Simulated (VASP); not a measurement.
A run of VASP 6.6.1:

Contents of INCAR:

```
SYSTEM = MgSeS4
PREC = Accurate ; ENCUT = 520
EDIFF = 1E-6 ; ISMEAR = 0
SIGMA = 0.1 ; LREAL = .False.
LASPH = .True. ; NELM = 100
ALGO = Normal ; ISIF = 2
LWAVE = .False. ; LCHARG = .False.
GGA = PE ; NBANDS = 25
```

The input KPOINTS:

```
regular mesh
0
Gamma
  4 4 4
  0 0 0
```

Contents of POSCAR:

```
MgSeS4
1.0
    0.0000000000      3.8128350298      3.8128350298
    3.8128350298      0.0000000000      3.8128350298
    3.8128350298      3.8128350298      0.0000000000
Mg Se S
1 1 4
Direct
    0.7500000000      0.7500000000      0.7500000000
    0.0000000000      0.0000000000      0.0000000000
    0.8779432992      0.3740189003      0.3740189003
    0.3740189003      0.3740189003      0.3740189003
    0.3740189003      0.8779432992      0.3740189003
    0.3740189003      0.3740189003      0.8779432992
```

Potentials or basis: VASP PAW PBE potentials, release 64 (Mg, Se, S).

Command:

```bash
$ cat potpaw_PBE.64/Mg/POTCAR potpaw_PBE.64/Se/POTCAR potpaw_PBE.64/S/POTCAR > POTCAR
$ mpirun -np 1 vasp_std > vasp.out
```

Hardware: 1 thread of AMD EPYC 7R43 64-Core Processor (Zen 3) (shared host).

Problem. How long does it take, and how much memory?

Solution. Run time: 43 s on 1 thread of AMD EPYC 7R43 64-Core Processor (Zen 3) (shared host), peak memory 0.2 GiB. Counts: scf iterations 14, k points 8.
